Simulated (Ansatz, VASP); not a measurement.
## Two plane-wave programs on WC4

The input INCAR:

```
SYSTEM = WC4
  PREC = Accurate
  ENCUT = 600
  EDIFF = 1E-6
  ISMEAR = 0
  SIGMA = 0.1
  LREAL = .FALSE.
  LASPH = .TRUE.
  NELM = 120
  ALGO = Normal
  ISIF = 2
  LWAVE = .FALSE.
  LCHARG = .FALSE.
  GGA = PE
  NBANDS = 23
  GGA_COMPAT = .FALSE.
```

The input KPOINTS:

```
Automatic mesh
0
G
  6 6 2
  0 0 0
```

POSCAR

```
WC4
1.0
    2.5035316742      0.0000000000      0.0000000000
   -1.2517658371      2.1681220290      0.0000000000
    0.0000000000      0.0000000000     11.4512876501
W C
1 4
Direct
    0.0000000000      0.0000000000      0.0000000000
    0.6666666667      0.3333333333      0.3489595430
    0.3333333333      0.6666666667      0.3489595430
    0.3333333333      0.6666666667      0.6510404570
    0.6666666667      0.3333333333      0.6510404570
```

Input for Ansatz:

```yaml
crystal:
  lattice:
    - [2.5035316742, 0.0, 0.0]
    - [-1.2517658371, 2.168122029, 0.0]
    - [0.0, 0.0, 11.4512876501]
  atoms:
    - { symbol: W, position: [0.0, 0.0, 0.0] }
    - { symbol: C, position: [0.6666666667, 0.3333333333, 0.348959543] }
    - { symbol: C, position: [0.3333333333, 0.6666666667, 0.348959543] }
    - { symbol: C, position: [0.3333333333, 0.6666666667, 0.651040457] }
    - { symbol: C, position: [0.6666666667, 0.3333333333, 0.651040457] }
basis:
  ecutwfc: 420
kpoints:
  mp_grid: { grid: [6, 6, 2] }
hamiltonian:
  xc: pbe
scf:
  occupations: { method: gaussian, width: 0.1 }
  lower_state_search: "off"
output:
  forces: true
  stress: true
  eigenvalues: true
```

Alike in both runs: task single point; functional PBE; k mesh 6 × 6 × 2; occupations gaussian, width 0.1 eV; no spin polarisation.

|  | VASP | Ansatz |
| --- | --- | --- |
| version | VASP 6.6.1 | Ansatz 0.2.0 |
| potentials or method | VASP PAW PBE potentials, release 64 (W_sv, C), cutoff 600 eV | scalar-relativistic, plane waves, PAW |
| valence electrons in the cell | 30 | 30 |

VASP gave:

* gap on the k mesh at the Fermi level (eV): none
* pressure (GPa): 1.4
* traceless stress, the component that is largest in VASP (GPa): 0.82
* rms of the force components (eV/Å): 0.007

Estimate Ansatz's values.

gap on the k mesh at the Fermi level (eV): none; pressure (GPa): 0.9; traceless stress, the component that is largest in VASP (GPa): 1.45; rms of the force components (eV/Å): 0.007.

Atom by atom the forces differ by 0.000 eV/Å (rms over components). A gap of «none» marks a metal or a gap that the smearing closes.

The k mesh is coarse, so the values compare programs but aren't converged. Spin-orbit coupling is off throughout.
